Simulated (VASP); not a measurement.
A run of VASP 6.6.1:

INCAR

```
  PREC = Accurate
  ENCUT = 520
  EDIFF = 1E-7
  ISMEAR = 0
  SIGMA = 0.2
  LREAL = False
  LASPH = True
  NELM = 80
  ALGO = Normal
  ISIF = 2
  LWAVE = False
  LCHARG = True
  LDIPOL = True
  IDIPOL = 3
  DIPOL = 0.5 0.5 0.294
  GGA = PE
  LELF = True
  LVHAR = True
  LVACPOTAV = True
  NBANDS = 20
```

KPOINTS

```
regular mesh
0
Gamma
  2 4 1
```

Contents of POSCAR:

```
RbAl
1.0
   10.5524770084      0.0418350553      0.0000000000
    0.0209175276      5.2545818900      0.0000000000
    0.0000000000      0.0000000000     23.8000000000
Rb Al
2 2
Direct
   -0.0004375992      0.0006843871      0.2886059967
    0.4950600734      0.0002730406      0.2965698924
    0.2474265743      0.5009225161      0.2966163151
    0.7579509515      0.4981200562      0.2946783842
```

Potentials or basis: VASP PAW PBE potentials, release 64 (Rb_sv, Al).

Run with:

```sh
$ cat potpaw_PBE.64/Rb_sv/POTCAR potpaw_PBE.64/Al/POTCAR > POTCAR
$ mpirun -np 1 vasp_std > vasp.out
```

Hardware: 1 thread of Oxide Virtual Turin-like Processor (shared host).

Problem. Estimate the wall time of this run.

Solution. Run time: 6.5 min on 1 thread of Oxide Virtual Turin-like Processor, with other jobs on the host, peak memory 1 GiB. Counts: scf iterations 24, k points 6.
